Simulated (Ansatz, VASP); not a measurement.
## One calculation of Al2O3, two programs

```
CELL_PARAMETERS angstrom
2.86738 0.00000 0.00000
-1.43369 2.48322 0.00000
0.00000 0.00000 7.06323
ATOMIC_POSITIONS crystal
Al 0.00000 0.00000 0.19726
Al 0.00000 0.00000 0.80274
O 0.33333 0.66667 0.29215
O 0.66667 0.33333 0.00000
O 0.33333 0.66667 0.70785
```

Alike in both runs: functional BLYP; dispersion D3(BJ); k mesh 12 × 12 × 2; no spin polarisation.

Ansatz relaxed the structure, and its values are those at the end. VASP's run is a single point on that final structure, the one shown.

|  | VASP | Ansatz |
| --- | --- | --- |
| version | VASP 6.6.1 | Ansatz 0.2.0 |
| potentials or method | VASP PAW PBE potentials, release 64 (Al, O), cutoff 520 eV | plane waves, PAW |
| occupations | gaussian, width 0.01 eV | fixed |
| valence electrons in the cell | 24 | 24 |

VASP gave:

| Property | Result |
| --- | --- |
| pressure (GPa) | 0.6 |
| rms of the force components (eV/Å) | 0.007 |

Q: What did Ansatz give for the same quantities?

A: Pressure (GPa): 0.0; rms of the force components (eV/Å): 0.001.

VASP's potentials were made for PBE, not for BLYP.

The k mesh is coarse, so the values compare programs but aren't converged.
